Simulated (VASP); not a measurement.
# Mn (P6_3/mmc) in VASP: notebook, part 2 of 2

VASP 6.6.1. Earlier steps stand in the parts before.

## Step 5: Single point, LDA, collinear spin, ferromagnetic start

This run uses another cell than the first one, of 10.11 Å³/atom, 0.940 times its volume.

The input, INCAR:

```
PREC = Accurate ; ENCUT = 520
EDIFF = 1E-6 ; ISMEAR = -1
SIGMA = 0.05 ; LREAL = False
LASPH = True ; NELM = 150
ALGO = Fast ; ISIF = 2
LWAVE = False ; LCHARG = False
ISPIN = 2 ; MAGMOM = 4 4
LORBIT = 11 ; LMAXMIX = 4
NBANDS = 24
```

The input, KPOINTS:

```
Automatic mesh
0
Gamma
  12 12 7
```

The input, POSCAR:

```
Mn
1.0
    2.4329448958      0.0000000000      0.0000000000
   -1.2164724479      2.1069920858      0.0000000000
    0.0000000000      0.0000000000      3.9440046930
Mn
2
Direct
    0.3333333333      0.6666666667      0.2500000000
    0.6666666667      0.3333333333      0.7500000000
```

Potentials or basis: VASP PAW LDA potentials, release 64 (Mn_pv).

Run with:

```
cat potpaw_LDA.64/Mn_pv/POTCAR > POTCAR
mpirun -np 1 vasp_std > vasp.out
```

OUTCAR:

```text
PREC = Accurate
   ENCUT = 520
   EDIFF = 1E-6
   ISMEAR = -1
   LREAL = False
   LASPH = True
   NELM = 150
   ISIF = 2
   ISPIN = 2
   LORBIT = 11

 ion  position               nearest neighbor table
   1  0.333  0.667  0.250-   2 2.42   2 2.42   2 2.42   2 2.42   2 2.42   2 2.42
   2  0.667  0.333  0.750-   1 2.42   1 2.42   1 2.42   1 2.42   1 2.42   1 2.42

  LATTYP: Found a hexagonal cell.
 ALAT       =     2.4329448958
 C/A-ratio  =     1.6210826229

  Lattice vectors:

 A1 = (   2.4329448958,   0.0000000000,   0.0000000000)
 A2 = (  -1.2164724479,   2.1069920858,   0.0000000000)
 A3 = (   0.0000000000,   0.0000000000,   3.9440046930)

Analysis of symmetry for initial positions (statically):
=====================================================================
 Subroutine PRICEL returns:
 Original cell was already a primitive cell.

 Routine SETGRP: Setting up the symmetry group for a
 hexagonal supercell.

 Subroutine GETGRP returns: Found 24 space group operations
 (whereof 12 operations were pure point group operations)
 out of a pool of 24 trial point group operations.

The static configuration has the point symmetry D_3d.
 The point group associated with its full space group is D_6h.

Analysis of symmetry for dynamics (positions and initial velocities):
=====================================================================
 Subroutine PRICEL returns:
 Original cell was already a primitive cell.

 Routine SETGRP: Setting up the symmetry group for a
 hexagonal supercell.

 Subroutine GETGRP returns: Found 24 space group operations
 (whereof 12 operations were pure point group operations)
 out of a pool of 24 trial point group operations.

The dynamic configuration has the point symmetry D_3d.
 The point group associated with its full space group is D_6h.

Analysis of structural, dynamic, and magnetic symmetry:
=====================================================================
 Subroutine PRICEL returns:
 Original cell was already a primitive cell.

 Routine SETGRP: Setting up the symmetry group for a
 hexagonal supercell.

 Subroutine GETGRP returns: Found 24 space group operations
 (whereof 12 operations were pure point group operations)
 out of a pool of 24 trial point group operations.

The overall configuration has the point symmetry D_3d.
 The point group associated with its full space group is D_6h.

 Subroutine INISYM returns: Found 24 space group operations
 (whereof 12 operations are pure point group operations),
 and found     1 'primitive' translations

----------------------------------------------------------------------------------------

                                     Primitive cell

  volume of cell :      20.2177

  direct lattice vectors                    reciprocal lattice vectors
     2.432944896  0.000000000  0.000000000     0.411024517  0.237305115  0.000000000
    -1.216472448  2.106992086  0.000000000     0.000000000  0.474610231  0.000000000
     0.000000000  0.000000000  3.944004693     0.000000000  0.000000000  0.253549394

  length of vectors
     2.432944896  2.432944896  3.944004693     0.474610231  0.474610231  0.253549394

  position of ions in fractional coordinates (direct lattice)
     0.333333333  0.666666667  0.250000000
     0.666666667  0.333333333  0.750000000

[... 64 lines left out ...]
   NGX,Y,Z   is equivalent  to a cutoff of  12.30, 12.30, 12.65 a.u.
   NGXF,Y,Z  is equivalent  to a cutoff of  24.60, 24.60, 25.29 a.u.
 SYSTEM =  unknown system
   PREC   = accura    normal or accurate (medium, high low for compatibility)
   ISTART =      0    job   : 0-new  1-cont  2-samecut
   ICHARG =      2    charge: 1-file 2-atom 10-const
   ISPIN  =      2    spin polarized calculation?
   LNONCOLLINEAR =      F non collinear calculations
   LSORBIT =      F    spin-orbit coupling
   LASPH  =      T    aspherical Exc in radial PAW
   ENCUT  =  520.0 eV  38.22 Ry    6.18 a.u.   4.52  4.52  7.33*2*pi/ulx,y,z
   NELM   =    150;   NELMIN=  2; NELMDL= -5     # of ELM steps
   EDIFF  = 0.1E-05   stopping-criterion for ELM
   LREAL  =      F    real-space projection
   EDIFFG = 0.1E-04   stopping-criterion for IOM
   NSW    =      0    number of steps for IOM
   IBRION =     -1    ionic relax: 0-MD 1-quasi-New 2-CG
   NFREE  =      0    steps in history (QN), initial steepest desc. (CG)
   ISIF   =      2    stress and relaxation
   ISYM   =      2    0-nonsym 1-usesym 2-fastsym
   POTIM  = 0.5000    time-step for ionic-motion
   TEBEG  =    0.0;   TEEND  =   0.0 temperature during run
   PSTRESS=    0.0 pullay stress
   NELECT =      26.0000    total number of electrons
   NUPDOWN=      -1.0000    fix difference up-down
   EMIN   =  10.00;   EMAX   =-10.00  energy-range for DOS
   EFERMI =   0.00;   METHOD = LEGACY
   ISMEAR =    -1;   SIGMA  =   0.05  broadening in eV -4-tet -1-fermi 0-gaus
   EFERMI_NEDOS =   21; number of points for ismear=-14 and -15
   IALGO  =     68    algorithm
   IMIX   =      4    mixing-type and parameters
     AMIX     =   0.40;   BMIX     =  1.00
     AMIX_MAG =   1.60;   BMIX_MAG =  1.00
  volume/ion in A,a.u.               =      10.11        68.22
  Fermi-wavevector in a.u.,A,eV,Ry     =   1.780280  3.364242 43.122282  3.169398
  Thomas-Fermi vector in A             =   2.845104
   LORBIT       =     11    0 simple, 1 ext, 2 COOP (PROOUT), +10 PAW based schemes
   GGA     = CA    functional components
   LHFCALC =     F    Hartree Fock is set to
   AEXX    =    0.0000 exact exchange contribution
   IVDW    =     0    specifies the selected vdW correction
   LEPSILON=     F    determine dielectric tensor
   LRPA    =     F    only Hartree local field effects (RPA)
 spin polarized calculation
 RMM-DIIS sequential band-by-band and
  energy-cutoff  :      520.00
  volume of cell :       20.22
 maximum number of plane-waves:       565
   NGX =  9   NGY =  9   NGZ = 15

 number of electron      26.0000006 magnetization       0.0021748

 number of electron      26.0000006 magnetization      -0.0005151

 Free energy of the ion-electron system (eV)
  ---------------------------------------------------
  ext. energy  EPLUGINS =         0.00000000
  ---------------------------------------------------
  free energy    TOTEN  =       -20.30958503 eV

  energy without entropy =      -20.28912176  energy(sigma->0) =      -20.29935339

 E-fermi :  11.0518     XC(G=0): -14.7474

 val. band max:       11.0516647776   @ k =   0.4167   0.1667   0.2857
 cond. band min:      11.0519367089   @ k =   0.4167   0.1667   0.2857
 fundamental gap:      0.0002719313
 Fermi energy:        11.0518426963

 spin component 1

 k-point     1 :       0.0000    0.0000    0.0000
  band No.  band energies     occupation
      1     -36.9233      1.00000
      2     -36.0893      1.00000
      3     -36.0893      1.00000
      4     -35.9611      1.00000
      5     -35.9611      1.00000
      6     -35.9532      1.00000
[... 637 lines left out ...]
     23      32.4462      0.00000
     24      34.6618      0.00000

 [... further k-points ...]

 spin component 2

 k-point     1 :       0.0000    0.0000    0.0000
  band No.  band energies     occupation
      1     -36.9237      1.00000
      2     -36.0897      1.00000
      3     -36.0897      1.00000
      4     -35.9615      1.00000
      5     -35.9615      1.00000
      6     -35.9537      1.00000
[... 637 lines left out ...]
     23      32.4462      0.00000
     24      34.6621      0.00000

 [... further k-points ...]
[... 5 lines left out ...]
  --------------------------------------------------------------------------------------
  -------------------------------------------------------------------------------------
  Total       -0.1663510     -0.1663510     -0.3287262      0.0000000     -0.0000000      0.0000000
  in kB      -13.1826731    -13.1826731    -26.0502730      0.0000000     -0.0000000      0.0000000
  external PRESSURE =     -17.4718731 kB  Pullay stress =       0.0000000 kB

 VOLUME and BASIS-vectors are now :
 -----------------------------------------------------------------------------
  energy-cutoff  :      520.00
  volume of cell :       20.22
      direct lattice vectors                 reciprocal lattice vectors
     2.432944896  0.000000000  0.000000000     0.411024517  0.237305115  0.000000000
    -1.216472448  2.106992086  0.000000000     0.000000000  0.474610231  0.000000000
     0.000000000  0.000000000  3.944004693     0.000000000  0.000000000  0.253549394

 POSITION                                       TOTAL-FORCE (eV/Angst)
 -----------------------------------------------------------------------------------
     -0.00000      1.40466      0.98600        -0.000000      0.000000      0.000000
      1.21647      0.70233      2.95800         0.000000     -0.000000      0.000000
 -----------------------------------------------------------------------------------
    total drift:                               -0.000000      0.000000     -0.000000

  FREE ENERGIE OF THE ION-ELECTRON SYSTEM (eV)
  ---------------------------------------------------
  free  energy   TOTEN  =       -20.3095850309 eV

  energy  without entropy=      -20.2891217585  energy(sigma->0) =      -20.29935339

 total charge

# of ion       s       p       d       tot
------------------------------------------
    1        0.452   6.438   5.237  12.127
    2        0.452   6.438   5.237  12.127
--------------------------------------------------
tot          0.904  12.876  10.474  24.254

 magnetization (x)

# of ion       s       p       d       tot
------------------------------------------
    1        0.000   0.000  -0.000  -0.000
    2        0.000   0.000  -0.000  -0.000
--------------------------------------------------
tot          0.000   0.000  -0.000  -0.000
```

OSZICAR:

```text
N       E                     dE             d eps       ncg     rms          rms(c)
DAV:   1     0.245855092568E+03    0.24586E+03   -0.14874E+04  7512   0.158E+03
DAV:   2    -0.993447958295E+01   -0.25579E+03   -0.24407E+03  7480   0.402E+02
DAV:   3    -0.198215179477E+02   -0.98870E+01   -0.98359E+01  8064   0.895E+01
DAV:   4    -0.198979937636E+02   -0.76476E-01   -0.76470E-01  8240   0.780E+00
DAV:   5    -0.198990688700E+02   -0.10751E-02   -0.10751E-02  8256   0.944E-01    0.294E+01
RMM:   6    -0.199424736842E+02   -0.43405E-01   -0.59298E+00  8470   0.214E+01    0.689E+00
RMM:   7    -0.202690767668E+02   -0.32660E+00   -0.13254E-01  8605   0.346E+00    0.468E+00
RMM:   8    -0.203085225802E+02   -0.39446E-01   -0.18513E-02  8958   0.137E+00    0.153E+00
RMM:   9    -0.203087301712E+02   -0.20759E-03   -0.76342E-03  8905   0.878E-01    0.540E-01
RMM:  10    -0.203096781501E+02   -0.94798E-03   -0.16693E-03  9077   0.388E-01    0.186E-01
RMM:  11    -0.203095546763E+02    0.12347E-03   -0.18060E-04  9165   0.146E-01    0.588E-02
RMM:  12    -0.203095840639E+02   -0.29388E-04   -0.36587E-05  9572   0.646E-02    0.146E-02
RMM:  13    -0.203095850937E+02   -0.10298E-05   -0.57921E-06  8400   0.233E-02    0.648E-03
RMM:  14    -0.203095850309E+02    0.62801E-07   -0.10313E-06  5436   0.975E-03
   1 F= -.20309585E+02 E0= -.20299353E+02  d E =-.204633E-01  mag=    -0.0002
```

It took 29 s on 1 thread of Intel Xeon 6975P-C (Granite Rapids), shared host; peak memory 0.15 GiB.

Results:

```
Free energy                                           : -20.3096 eV
Pressure                                              : -1.7 GPa
Band gap on the k mesh                                : zero (filled and empty bands overlap)
Net moment                                            : 0.00 μB per cell
Valence electrons inside the program's atomic spheres : Mn 12.13
```

Stress tensor (GPa, compression positive):
```
-1.32  0.00  0.00
 0.00 -1.32  0.00
 0.00  0.00 -2.61
```

Caveat: the starting moments collapsed, and a magnetic state may lie lower.

## Step 6: Single point, PBEsol, collinear spin, ferromagnetic start

This run uses another cell than the first one, of 10.11 Å³/atom, 0.940 times its volume.

The input, INCAR:

```
PREC = Accurate ; ENCUT = 520
EDIFF = 1E-7 ; ISMEAR = -1
SIGMA = 0.05 ; LREAL = F
LASPH = T ; NELM = 150
ALGO = Normal ; ISIF = 2
LWAVE = F ; LCHARG = F
ISPIN = 2 ; MAGMOM = 4 4
LORBIT = 11 ; LMAXMIX = 4
GGA = PS ; NBANDS = 24
```

The input, KPOINTS:

```
regular mesh
0
Gamma
  12 12 7
```

POSCAR is that of step 5.

Potentials or basis: VASP PAW PBE potentials, release 64 (Mn_pv).

Run with:

```
cat potpaw_PBE.64/Mn_pv/POTCAR > POTCAR
mpirun -np 1 vasp_std > vasp.out
```

OUTCAR:

```text
PREC = Accurate
   ENCUT = 520
   EDIFF = 1E-7
   ISMEAR = -1
   LREAL = F
   LASPH = T
   NELM = 150
   ISIF = 2
   ISPIN = 2
   LORBIT = 11
   GGA = PS

 ion  position               nearest neighbor table
   1  0.333  0.667  0.250-   2 2.42   2 2.42   2 2.42   2 2.42   2 2.42   2 2.42
   2  0.667  0.333  0.750-   1 2.42   1 2.42   1 2.42   1 2.42   1 2.42   1 2.42

  LATTYP: Found a hexagonal cell.
 ALAT       =     2.4329448958
 C/A-ratio  =     1.6210826229

  Lattice vectors:

 A1 = (   2.4329448958,   0.0000000000,   0.0000000000)
[... 1514 lines left out ...]
  external PRESSURE =      67.8672323 kB  Pullay stress =       0.0000000 kB

 VOLUME and BASIS-vectors are now :
 -----------------------------------------------------------------------------
  energy-cutoff  :      520.00
  volume of cell :       20.22
      direct lattice vectors                 reciprocal lattice vectors
     2.432944896  0.000000000  0.000000000     0.411024517  0.237305115  0.000000000
    -1.216472448  2.106992086  0.000000000     0.000000000  0.474610231  0.000000000
     0.000000000  0.000000000  3.944004693     0.000000000  0.000000000  0.253549394

 POSITION                                       TOTAL-FORCE (eV/Angst)
 -----------------------------------------------------------------------------------
     -0.00000      1.40466      0.98600         0.000000      0.000000      0.000000
      1.21647      0.70233      2.95800        -0.000000      0.000000      0.000000
 -----------------------------------------------------------------------------------
    total drift:                               -0.000000      0.000000     -0.000000

  FREE ENERGIE OF THE ION-ELECTRON SYSTEM (eV)
  ---------------------------------------------------
  free  energy   TOTEN  =       -19.4158745835 eV

  energy  without entropy=      -19.3955779504  energy(sigma->0) =      -19.40572627

 total charge

# of ion       s       p       d       tot
------------------------------------------
    1        0.455   6.448   5.220  12.123
    2        0.455   6.448   5.220  12.123
--------------------------------------------------
tot          0.910  12.895  10.439  24.245

 magnetization (x)

# of ion       s       p       d       tot
------------------------------------------
    1        0.000  -0.000  -0.000  -0.000
    2        0.000  -0.000  -0.000  -0.000
--------------------------------------------------
tot          0.000  -0.000  -0.000  -0.000
```

It took 33 s on 1 thread of Intel Xeon 6975P-C (Granite Rapids), shared host; peak memory 0.17 GiB.

What came out:

- Free energy: -19.4159 eV
- Pressure: 6.8 GPa
- Band gap on the k mesh: zero (filled and empty bands overlap)
- Net moment: 0.00 μB per cell
- Valence electrons inside the program's atomic spheres: Mn 12.12

Caveat: the starting moments collapsed, and a magnetic state may lie lower; the PAW data sets were made with another functional, which shifts forces and pressure a little.

## Step 7: The runs side by side

```tsv
fixed moment (μB)	pressure (GPa)	moment (μB)
10.0	165.1	10.00
12.0	271.3	12.00
16.0	446.0	16.00
```

Alike in all rows: task single point; level PBEsol; potentials or basis VASP PAW PBE potentials, release 64 (Mn_pv); spin collinear, ferromagnetic start; cell as given; k mesh 10 × 10 × 6; cutoff (eV) 520; smearing fermi-dirac 0.05 eV.

Caveats: the PAW data sets were made with another functional, which shifts forces and pressure a little; the total moment is fixed, so each spin has its own Fermi level.

Absolute energies hang on the potentials; compare differences alone.
